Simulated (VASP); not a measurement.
# AgI (F-43m) in VASP: vibrations by perturbation theory with LDA

Aim: the vibrations by perturbation theory of AgI with LDA.

All numbers are computed with VASP 6.6.1; they aren't measurements. Logs are shortened: lines on timing, memory, paths and dates and some standing lists are left out, and cuts for length are marked.

## (1) The cell of the first run

It takes space group F-43m (No. 216, cubic). Conventional cell: a = 5.978 Å, b = 5.978 Å, c = 5.978 Å, α = 90.00°, β = 90.00°, γ = 90.00°. Ag (site symmetry -43m) has 4 I at 2.59 Å within 3.4 Å. Within 3.4 Å of I (site symmetry -43m) lie 4 Ag at 2.59 Å.

## (2) Vibrations by perturbation theory, LDA

INCAR

```
SYSTEM = AgI
  PREC = Accurate
  ENCUT = 500
  EDIFF = 1E-8
  ISMEAR = 0
  SIGMA = 0.01
  LREAL = .FALSE.
  LASPH = .TRUE.
  NELM = 120
  ALGO = Normal
  ISIF = 2
  LWAVE = .FALSE.
  LCHARG = .FALSE.
  NBANDS = 16
  IBRION = 8
  NSW = 1
  LEPSILON = .TRUE.
  GGA_COMPAT = .FALSE.
```

KPOINTS

```
regular mesh
0
G
  8 8 8
  0 0 0
```

POSCAR

```
AgI
1.0
    0.0000000000      2.9892245330      2.9892245330
    2.9892245330      0.0000000000      2.9892245330
    2.9892245330      2.9892245330      0.0000000000
Ag I
1 1
Direct
    0.0000000000      0.0000000000      0.0000000000
    0.7500000000      0.7500000000      0.7500000000
```

Potentials or basis: VASP PAW LDA potentials, release 64 (Ag, I).

On the command line:

```bash
cat potpaw_LDA.64/Ag/POTCAR potpaw_LDA.64/I/POTCAR > POTCAR
mpirun -np 1 vasp_std > vasp.out
```

OUTCAR:

```text
SYSTEM = AgI
   PREC = Accurate
   ENCUT = 500
   EDIFF = 1E-8
   ISMEAR = 0
   LREAL = .FALSE.
   LASPH = .TRUE.
   NELM = 120
   ISIF = 2
   IBRION = 8
   NSW = 1
   LEPSILON = .TRUE.

 ion  position               nearest neighbor table
   1  0.000  0.000  0.000-   2 2.59   2 2.59   2 2.59   2 2.59
   2  0.750  0.750  0.750-   1 2.59   1 2.59   1 2.59   1 2.59

  LATTYP: Found a face centered cubic cell.
 ALAT       =     5.9784490660

  Lattice vectors:

 A1 = (   0.0000000000,   2.9892245330,   2.9892245330)
 A2 = (   2.9892245330,   0.0000000000,   2.9892245330)
 A3 = (   2.9892245330,   2.9892245330,   0.0000000000)

Analysis of symmetry for initial positions (statically):
=====================================================================
 Subroutine PRICEL returns:
 Original cell was already a primitive cell.

 Routine SETGRP: Setting up the symmetry group for a
 face centered cubic supercell.

 Subroutine GETGRP returns: Found 24 space group operations
 (whereof 24 operations were pure point group operations)
 out of a pool of 48 trial point group operations.

The static configuration has the point symmetry T_d .

Analysis of symmetry for dynamics (positions and initial velocities):
=====================================================================
 Subroutine PRICEL returns:
 Original cell was already a primitive cell.

 Routine SETGRP: Setting up the symmetry group for a
 face centered cubic supercell.

 Subroutine GETGRP returns: Found 24 space group operations
 (whereof 24 operations were pure point group operations)
 out of a pool of 48 trial point group operations.

The dynamic configuration has the point symmetry T_d .

 Subroutine INISYM returns: Found 24 space group operations
 (whereof 24 operations are pure point group operations),
 and found     1 'primitive' translations

----------------------------------------------------------------------------------------

                                     Primitive cell

  volume of cell :      53.4202

  direct lattice vectors                    reciprocal lattice vectors
     0.000000000  2.989224533  2.989224533    -0.167267462  0.167267462  0.167267462
     2.989224533  0.000000000  2.989224533     0.167267462 -0.167267462  0.167267462
     2.989224533  2.989224533  0.000000000     0.167267462  0.167267462 -0.167267462

  length of vectors
     4.227401876  4.227401876  4.227401876     0.289715742  0.289715742  0.289715742

  position of ions in fractional coordinates (direct lattice)
     0.000000000  0.000000000  0.000000000
     0.750000000  0.750000000  0.750000000

  ion indices of the primitive-cell ions
   primitive index   ion index
                 1           1
                 2           2

----------------------------------------------------------------------------------------

 KPOINTS: regular mesh

Automatic generation of k-mesh.
 Grid dimensions read from file:
 generate k-points for:    8    8    8

 Generating k-lattice:

  Cartesian coordinates                     Fractional coordinates (reciprocal lattice)
    -0.020908433  0.020908433  0.020908433     0.125000000  0.000000000  0.000000000
     0.020908433 -0.020908433  0.020908433     0.000000000  0.125000000  0.000000000
     0.020908433  0.020908433 -0.020908433     0.000000000  0.000000000  0.125000000

  Length of vectors
     0.036214468  0.036214468  0.036214468

  Shift w.r.t. Gamma in fractional coordinates (k-lattice)
     0.000000000  0.000000000  0.000000000

 Subroutine IBZKPT returns following result:
 ===========================================

 Found     29 irreducible k-points:

 Following reciprocal coordinates:
            Coordinates               Weight
  0.000000  0.000000  0.000000      1.000000
  0.125000  0.000000  0.000000      8.000000
[... 561 lines left out ...]
     0.000000000  2.989224533  2.989224533    -0.167267462  0.167267462  0.167267462
     2.989224533  0.000000000  2.989224533     0.167267462 -0.167267462  0.167267462
     2.989224533  2.989224533  0.000000000     0.167267462  0.167267462 -0.167267462

 POSITION                                       TOTAL-FORCE (eV/Angst)
 -----------------------------------------------------------------------------------
      0.00000      0.00000      0.00000         0.000000      0.000000      0.000000
      4.48384      4.48384      4.48384        -0.000000     -0.000000     -0.000000
 -----------------------------------------------------------------------------------
    total drift:                               -0.000000     -0.000000     -0.000000

  FREE ENERGIE OF THE ION-ELECTRON SYSTEM (eV)
  ---------------------------------------------------
  free  energy   TOTEN  =        -5.7949256469 eV

  energy  without entropy=       -5.7949256469  energy(sigma->0) =       -5.79492565

 HEAD OF MICROSCOPIC STATIC DIELECTRIC TENSOR (INDEPENDENT PARTICLE, excluding Hartree and local field effects)
 ------------------------------------------------------
           7.325360     0.000000    -0.000000
          -0.000000     7.325360    -0.000000
           0.000000     0.000000     7.325360
 ------------------------------------------------------

 Free energy of the ion-electron system (eV)
  ---------------------------------------------------
  ---------------------------------------------------
  free energy    TOTEN  =        -0.90465668 eV

  energy without entropy =       -0.90465668

------------------------ aborting loop because EDIFF is reached ----------------------------------------

--------------------------------------- Ionic step        2  -------------------------------------------

------------------------ aborting loop because EDIFF is reached ----------------------------------------

--------------------------------------- Ionic step        3  -------------------------------------------

------------------------ aborting loop because EDIFF is reached ----------------------------------------

 PIEZOELECTRIC TENSOR FIELD DIRECTION 3  (e Angst)
 -----------------------------------------------------------------------------
    -0.00187  0.76892  0.00000           (  0.00000 -0.06413  0.00000)
     0.76892 -0.00187  0.00000           ( -0.06413  0.00000  0.00000)
     0.00000  0.00000  0.00090           (  0.00000  0.00000 -0.00000)

 PIEZOELECTRIC TENSOR FIELD DIRECTION 3  (C/m^2)
 -----------------------------------------------------------------------------
    -0.00056  0.23061  0.00000
     0.23061 -0.00056  0.00000
     0.00000  0.00000  0.00027

--------------------------------------- Ionic step        4  -------------------------------------------

------------------------ aborting loop because EDIFF is reached ----------------------------------------

[... ionic steps 5 to 6 ...]

--------------------------------------- Ionic step        7  -------------------------------------------

 Free energy of the ion-electron system (eV)
  ---------------------------------------------------
  ---------------------------------------------------
  free energy    TOTEN  =        -0.07934093 eV

  energy without entropy =       -0.07934093

------------------------ aborting loop because EDIFF is reached ----------------------------------------

 INTERNAL STRAIN TENSOR  FOR ION    2  DIRECTION 1   (eV/Angst):
 -----------------------------------------------------------------------------
    -0.01348  0.00000  0.00000
     0.00000  0.01536 12.90370
     0.00000 12.90370  0.01536

 MACROSCOPIC STATIC DIELECTRIC TENSOR (including local field effects in DFT)
 ------------------------------------------------------
           6.866877    -0.000000     0.000000
          -0.000000     6.866877    -0.000000
          -0.000000     0.000000     6.866877
 ------------------------------------------------------

 PIEZOELECTRIC TENSOR (including local field effects)  for field in x, y, z        (e  Angst)
          XX          YY          ZZ          XY          YZ          ZX
  --------------------------------------------------------------------------------
  x    -0.00000     0.00000     0.00000     0.00000     0.79998    -0.00000
  y     0.00000    -0.00000     0.00000     0.00000    -0.00000     0.79998
  z    -0.00000    -0.00000     0.00000     0.79998     0.00000     0.00000

 PIEZOELECTRIC TENSOR (including local field effects)  for field in x, y, z        (C/m^2)
          XX          YY          ZZ          XY          YZ          ZX
  --------------------------------------------------------------------------------
  x    -0.00000     0.00000     0.00000     0.00000     0.23993    -0.00000
  y     0.00000    -0.00000     0.00000     0.00000    -0.00000     0.23993
  z    -0.00000    -0.00000     0.00000     0.23993     0.00000     0.00000

 BORN EFFECTIVE CHARGES (including local field effects) (in |e|, cummulative output)
 ---------------------------------------------------------------------------------
 ion    1
    1     0.97345     0.00000    -0.00000
    2     0.00000     0.97345    -0.00000
    3     0.00000     0.00000     0.97345
 ion    2
    1    -0.97345     0.00000     0.00000
    2     0.00000    -0.97345     0.00000
    3    -0.00000    -0.00000    -0.97345

 INTERNAL STRAIN TENSOR FOR ION    2 for displacements in x,y,z  (eV/Angst):
          X           Y           Z          XY          YZ          ZX
  --------------------------------------------------------------------------------
  x    -0.00000     0.00000     0.00000     0.00000    12.90370     0.00000
  y     0.00000    -0.00000     0.00000     0.00000     0.00000    12.90370
  z     0.00000     0.00000    -0.00000    12.90370     0.00000     0.00000

 SECOND DERIVATIVES (NOT SYMMETRIZED)
 ------------------------------------
               1X          1Y          1Z          2X          2Y          2Z
  1X    -6.649355    0.000000    0.000000    6.649355    0.000000    0.000000
  1Y     0.000000   -6.649355    0.000000    0.000000    6.649355    0.000000
  1Z     0.000000    0.000000   -6.649355    0.000000    0.000000    6.649355
  2X     6.663295    0.000000    0.000000   -6.663295    0.000000    0.000000
  2Y     0.000000    6.663295    0.000000    0.000000   -6.663295    0.000000
  2Z     0.000000    0.000000    6.663295    0.000000    0.000000   -6.663295

 Eigenvectors and eigenvalues of the dynamical matrix
 ----------------------------------------------------

   1 f  =    5.281883 THz    33.187051 2PiTHz  176.184660 cm-1    21.844104 meV
             X         Y         Z           dx          dy          dz
      0.000000  0.000000  0.000000     0.000000    0.734861    0.000000
      4.483837  4.483837  4.483837     0.000000   -0.678217    0.000000
[... 21 lines left out ...]
   6 f/i=    0.002756 THz     0.017319 2PiTHz    0.091946 cm-1     0.011400 meV
             X         Y         Z           dx          dy          dz
      0.000000  0.000000  0.000000     0.000000    0.000000   -0.678217
      4.483837  4.483837  4.483837     0.000000    0.000000   -0.734861

--------------------------------------------------------------------------------------------------------

 MACROSCOPIC STATIC DIELECTRIC TENSOR IONIC CONTRIBUTION
 ------------------------------------------------------
           0.482233     0.000000    -0.000000
           0.000000     0.482233    -0.000000
          -0.000000    -0.000000     0.482233
 ------------------------------------------------------

 ELASTIC MODULI CONTR FROM IONIC RELAXATION (kBar)
 Direction    XX          YY          ZZ          XY          YZ          ZX
 --------------------------------------------------------------------------------
 XX          -0.0000      0.0000      0.0000     -0.0000      0.0000     -0.0000
 YY           0.0000     -0.0000      0.0000     -0.0000     -0.0000      0.0000
 ZZ           0.0000      0.0000     -0.0000      0.0000     -0.0000     -0.0000
 XY          -0.0000     -0.0000      0.0000   -776.6505      0.0000      0.0000
 YZ           0.0000     -0.0000     -0.0000      0.0000   -776.6505     -0.0000
 ZX          -0.0000      0.0000     -0.0000      0.0000     -0.0000   -776.6505
 --------------------------------------------------------------------------------

 PIEZOELECTRIC TENSOR IONIC CONTR  for field in x, y, z        (C/m^2)
          XX          YY          ZZ          XY          YZ          ZX
  --------------------------------------------------------------------------------
  x     0.00000    -0.00000    -0.00000     0.00000    -0.57586    -0.00000
  y    -0.00000     0.00000    -0.00000     0.00000    -0.00000    -0.57586
  z    -0.00000    -0.00000     0.00000    -0.57586     0.00000     0.00000
```

Run time: 9.4 min. Hardware: 1 thread of Intel Xeon 8259CL, shared host; peak memory 0.33 GiB.

Results:

| Property | Result |
| --- | --- |
| Electronic dielectric tensor (diagonal) | 6.87 |
| Born charges (mean of the diagonal) | Ag +0.97; I -0.97 e |
| Highest phonon frequency at Γ, LO-TO splitting left out | 176 cm⁻¹ |

Phonon frequencies in cm⁻¹ (negative: imaginary):
```csv
q point,frequencies
"(0.000, 0.000, 0.000)",0 0 0 176 176 176
```

Electronic dielectric tensor:
```
6.87 0.00 0.00
0.00 6.87 0.00
0.00 0.00 6.87
```

Born effective charge tensors (e):
atom 1, Ag
```
0.97 0.00 0.00
0.00 0.97 0.00
0.00 0.00 0.97
```
atom 2, I
```
-0.97  0.00  0.00
 0.00 -0.97  0.00
 0.00  0.00 -0.97
```

Caveat: the cell stands under pressure or tension, which shifts response properties; spin-orbit coupling is left out, which moves the levels of the heavy elements.
